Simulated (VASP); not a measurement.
Crystal: Cu.

```
Cu
1.0
     2.57003    0.00000    0.00000
    -1.28501    2.22571    0.00000
     0.00000    0.00000    4.19726
Cu
2
Direct
  0.33333 0.66667 0.25000
  0.66667 0.33333 0.75000
```

This cell differs from its parent crystal: volume scaled by 1.06, then relaxed in part.

Base run:

| Quantity | Value |
| --- | --- |
| Program | VASP 6.6.1 |
| Functional | PBEsol |
| Potentials or basis | VASP PAW PBE potentials, release 64 (Cu) |
| Cutoff | 520 eV |
| k mesh | 18 × 18 × 10 |
| Occupations | gaussian, width 0.1 eV |
| Spin | no spin polarisation |

Its results: band gap on the k mesh zero (band 11 reaches 11.18 eV, above the bottom of band 12 at 5.28 eV); pressure -7.7 GPa.

Problem. The run is repeated on the same cell with these changes: potentials or basis from VASP PAW PBE potentials, release 64 (Cu) to VASP PAW PBE potentials, release 64 (Cu_sv_GW); cutoff from 520 eV to 700 eV; further incar settings from ALGO = Fast; EDIFF = 1e-06; NBANDS = 18 to ALGO = Normal; EDIFF = 1e-06; NBANDS = 26; valence electrons from 22 to 38. What comes out?

Solution. Band gap on the k mesh zero (band 19 reaches 11.16 eV, above the bottom of band 20 at 5.32 eV); pressure -13.1 GPa.

Caveats: the PAW data sets were made with another functional, which shifts forces and pressure a little.
